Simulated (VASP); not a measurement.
A run of VASP 6.6.1:

File INCAR:

```
PREC = Accurate
ENCUT = 520
EDIFF = 1E-8
ISMEAR = -1
SIGMA = 0.08
LREAL = F
LASPH = T
NELM = 80
ALGO = Normal
ISIF = 2
LWAVE = F
LCHARG = F
LEFG = T
NBANDS = 11
```

KPOINTS

```
regular mesh
0
Gamma
  11 11 11
```

POSCAR

```
Si
1.0
    0.0543094000      2.7426247000      2.7426247000
    2.7426247000      0.0543094000      2.7426247000
    2.7426247000      2.7426247000      0.0543094000
Si
2
Direct
    0.5000000000      0.5000000000      0.5000000000
    0.7500000000      0.7500000000      0.7500000000
```

Potentials or basis: VASP PAW LDA potentials, release 64 (Si).

Run with:

```sh
$ cat potpaw_LDA.64/Si/POTCAR > POTCAR
$ mpirun -np 1 vasp_std > vasp.out
```

Hardware: 1 thread of AMD EPYC 7R43 64-Core Processor (Zen 3), on a shared host.

Q: Estimate the wall time of this run.

A: Run time: 66 s on 1 thread of AMD EPYC 7R43 64-Core Processor (Zen 3), with other jobs on the host, peak memory 0.13 GiB. Counts: scf iterations 14, k points 146.
